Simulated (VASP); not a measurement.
# GaN in VASP: single point with LDA

Aim: the single point of GaN with LDA.

Program: VASP 6.6.1. These are calculated values, not measurements. Logs are shortened: lines on timing, memory, paths and dates and some standing lists are left out, and cuts for length are marked.

### 1 The cell of the first run

The cell holds a sheet with vacuum, 2 atoms: a = 3.154 Å, b = 3.154 Å, c = 23.800 Å, α = 90.00°, β = 90.00°, γ = 120.00°.

### 2 Single point, LDA

Contents of INCAR:

```
PREC = Accurate ; ENCUT = 520
EDIFF = 1E-6 ; ISMEAR = 0
SIGMA = 0.03 ; LREAL = False
LASPH = True ; NELM = 120
ALGO = Normal ; ISIF = 2
LWAVE = False ; LCHARG = False
LDIPOL = True ; IDIPOL = 3
DIPOL = 0.5 0.5 0.294 ; NBANDS = 16
GGA_COMPAT = False ; NELMDL = -8
```

Contents of KPOINTS:

```
regular mesh
0
Gamma
  12 12 1
```

Contents of POSCAR:

```
GaN
1.0
    3.1537364082      0.0000000000      0.0000000000
   -1.5768682041      2.7312158463      0.0000000000
    0.0000000000      0.0000000000     23.8000000000
Ga N
1 1
Direct
    0.3333333333      0.6666666667      0.2941176471
    0.6666666667      0.3333333333      0.2941176471
```

Potentials or basis: VASP PAW LDA potentials, release 64 (Ga_d, N).

Command:

```console
> cat potpaw_LDA.64/Ga_d/POTCAR potpaw_LDA.64/N/POTCAR > POTCAR
> mpirun -np 1 vasp_std > vasp.out
```

OUTCAR:

```text
PREC = Accurate
   ENCUT = 520
   EDIFF = 1E-6
   ISMEAR = 0
   LREAL = False
   LASPH = True
   NELM = 120
   ISIF = 2
   NELMDL = -8

 ion  position               nearest neighbor table
   1  0.333  0.667  0.294-   2 1.82   2 1.82   2 1.82
   2  0.667  0.333  0.294-   1 1.82   1 1.82   1 1.82

  LATTYP: Found a hexagonal cell.
 ALAT       =     3.1537364082
 C/A-ratio  =     7.5466040656

  Lattice vectors:

 A1 = (   3.1537364082,   0.0000000000,   0.0000000000)
 A2 = (  -1.5768682041,   2.7312158463,   0.0000000000)
 A3 = (   0.0000000000,   0.0000000000,  23.8000000000)

Analysis of symmetry for initial positions (statically):
=====================================================================
 Subroutine PRICEL returns:
 Original cell was already a primitive cell.

 Routine SETGRP: Setting up the symmetry group for a
 hexagonal supercell.

 Subroutine GETGRP returns: Found 12 space group operations
 (whereof  6 operations were pure point group operations)
 out of a pool of 24 trial point group operations.

The static configuration has the point symmetry C_3v.
 The point group associated with its full space group is D_3h.

Analysis of symmetry for dynamics (positions and initial velocities):
=====================================================================
 Subroutine PRICEL returns:
 Original cell was already a primitive cell.

 Routine SETGRP: Setting up the symmetry group for a
 hexagonal supercell.

 Subroutine GETGRP returns: Found 12 space group operations
 (whereof  6 operations were pure point group operations)
 out of a pool of 24 trial point group operations.

The dynamic configuration has the point symmetry C_3v.
 The point group associated with its full space group is D_3h.

 Subroutine INISYM returns: Found 12 space group operations
 (whereof  6 operations are pure point group operations),
 and found     1 'primitive' translations

----------------------------------------------------------------------------------------

                                     Primitive cell

  volume of cell :     205.0021

  direct lattice vectors                    reciprocal lattice vectors
     3.153736408  0.000000000  0.000000000     0.317084204  0.183068651  0.000000000
    -1.576868204  2.731215846  0.000000000     0.000000000  0.366137302  0.000000000
     0.000000000  0.000000000 23.800000000     0.000000000  0.000000000  0.042016807

  length of vectors
     3.153736408  3.153736408 23.800000000     0.366137302  0.366137302  0.042016807

  position of ions in fractional coordinates (direct lattice)
[... 82 lines left out ...]
   TEBEG  =    0.0;   TEEND  =   0.0 temperature during run
   PSTRESS=    0.0 pullay stress
   NELECT =      18.0000    total number of electrons
   NUPDOWN=      -1.0000    fix difference up-down
   EMIN   =  10.00;   EMAX   =-10.00  energy-range for DOS
   EFERMI =   0.00;   METHOD = LEGACY
   ISMEAR =     0;   SIGMA  =   0.03  broadening in eV -4-tet -1-fermi 0-gaus
   EFERMI_NEDOS =   21; number of points for ismear=-14 and -15
   IALGO  =     38    algorithm
   IMIX   =      4    mixing-type and parameters
     AMIX     =   0.40;   BMIX     =  1.00
     AMIX_MAG =   1.60;   BMIX_MAG =  1.00
  volume/ion in A,a.u.               =     102.50       691.71
  Fermi-wavevector in a.u.,A,eV,Ry     =   0.727634  1.375029  7.203618  0.529451
  Thomas-Fermi vector in A             =   1.818906
   LORBIT       =      0    0 simple, 1 ext, 2 COOP (PROOUT), +10 PAW based schemes
   GGA     = CA    functional components
   LHFCALC =     F    Hartree Fock is set to
   AEXX    =    0.0000 exact exchange contribution
   IVDW    =     0    specifies the selected vdW correction
   LEPSILON=     F    determine dielectric tensor
   LRPA    =     F    only Hartree local field effects (RPA)
 non-spin polarized calculation
 Gauss-broadening in eV      SIGMA  =   0.03
  energy-cutoff  :      520.00
  volume of cell :      205.00
 maximum number of plane-waves:      5564
 NGX is ok and might be reduce to    24
   NGX = 11   NGY = 11   NGZ = 89

 dipolmoment           0.000000      0.000000     -0.000025 electrons x Angstroem

 number of electron      18.0000005 magnetization

 dipolmoment           0.000000      0.000000      0.000003 electrons x Angstroem

 Free energy of the ion-electron system (eV)
  ---------------------------------------------------
  ext. energy  EPLUGINS =         0.00000000
  ---------------------------------------------------
  free energy    TOTEN  =       -12.94335490 eV

  energy without entropy =      -12.94335490  energy(sigma->0) =      -12.94335490

 E-fermi :  -4.3187     XC(G=0):  -1.9367

 val. band max:       -4.4840901255   @ k =   0.3333   0.3333   0.0000
 cond. band min:      -2.0179123977   @ k =   0.0000   0.0000   0.0000
 fundamental gap:      2.4661777278
 Fermi energy:        -4.3186927367

 k-point     1 :       0.0000    0.0000    0.0000
  band No.  band energies     occupation
      1     -19.9032      2.00000
      2     -17.9419      2.00000
      3     -17.9419      2.00000
      4     -17.6086      2.00000
      5     -17.6086      2.00000
      6     -16.8854      2.00000
[... 338 lines left out ...]
      3     -17.7324      2.00000
      4     -17.6712      2.00000
      5     -17.5900      2.00000
      6     -15.1786      2.00000
[... 8 lines left out ...]
     15       7.1167      0.00000
     16       7.6090      0.00000

------------------------ aborting loop because EDIFF is reached ----------------------------------------

 vacuum level on the upper side and lower side of the slab       (xc-potential included)        -0.008        -0.008

  FORCE on cell =-STRESS in cart. coord.  units (eV):
  Direction    XX          YY          ZZ          XY          YZ          ZX
  --------------------------------------------------------------------------------------
  -------------------------------------------------------------------------------------
  Total        0.2370393      0.2370393     -0.0143596      0.0000000      0.0000000      0.0000000
  in kB        1.8525610      1.8525610     -0.1122261      0.0000000      0.0000000      0.0000000
  external PRESSURE =       1.1976319 kB  Pullay stress =       0.0000000 kB

 VOLUME and BASIS-vectors are now :
 -----------------------------------------------------------------------------
  energy-cutoff  :      520.00
  volume of cell :      205.00
      direct lattice vectors                 reciprocal lattice vectors
     3.153736408  0.000000000  0.000000000     0.317084204  0.183068651  0.000000000
    -1.576868204  2.731215846  0.000000000     0.000000000  0.366137302  0.000000000
     0.000000000  0.000000000 23.800000000     0.000000000  0.000000000  0.042016807

 POSITION                                       TOTAL-FORCE (eV/Angst)
 -----------------------------------------------------------------------------------
     -0.00000      1.82081      7.00000         0.000000     -0.000000     -0.000000
      1.57687      0.91041      7.00000        -0.000000      0.000000      0.000000
 -----------------------------------------------------------------------------------
    total drift:                                0.000006     -0.000003      0.000100

  FREE ENERGIE OF THE ION-ELECTRON SYSTEM (eV)
  ---------------------------------------------------
  free  energy   TOTEN  =       -12.9433549032 eV

  energy  without entropy=      -12.9433549032  energy(sigma->0) =      -12.94335490

 vacuum level on the upper side and lower side of the slab         1.139         1.139
```

OSZICAR:

```text
N       E                     dE             d eps       ncg     rms          rms(c)
DAV:   1     0.118286347902E+03    0.11829E+03   -0.78179E+03   608   0.923E+02
DAV:   2     0.401560996205E+01   -0.11427E+03   -0.10539E+03   760   0.219E+02
DAV:   3    -0.151531047631E+02   -0.19169E+02   -0.18889E+02   696   0.888E+01
[... 24 lines left out ...]
DAV:  28    -0.129433427460E+02   -0.34434E-05   -0.57823E-05   824   0.896E-02    0.882E-03
DAV:  29    -0.129433492325E+02   -0.64865E-05   -0.81032E-06   704   0.179E-02    0.948E-03
DAV:  30    -0.129433526590E+02   -0.34265E-05   -0.28928E-06   712   0.236E-02    0.124E-03
DAV:  31    -0.129433542912E+02   -0.16323E-05   -0.48397E-07   552   0.433E-03    0.109E-03
DAV:  32    -0.129433549032E+02   -0.61192E-06   -0.12355E-07   544   0.415E-03
   1 F= -.12943355E+02 E0= -.12943355E+02  d E =-.148064E-16
```

Run time: 57 s. Hardware: 1 thread of Intel Xeon 6975P-C (Granite Rapids), shared host; peak memory 0.26 GiB.

Results:

* Free energy: -12.9434 eV
* Band gap on the k mesh: 2.47 eV (least direct gap 2.68 eV)

Levels at points of the mesh, in eV from the valence-band top:
| k point | band 7 | band 8 | band 9 | band 10 | band 11 | band 12 |
| --- | --- | --- | --- | --- | --- | --- |
| (0.00, 0.00, 0.00) | -2.80 | -0.21 | -0.21 | 2.47 | 5.03 | 5.49 |
| (0.50, 0.00, 0.00) | -6.30 | -2.15 | -0.37 | 4.75 | 5.51 | 8.43 |
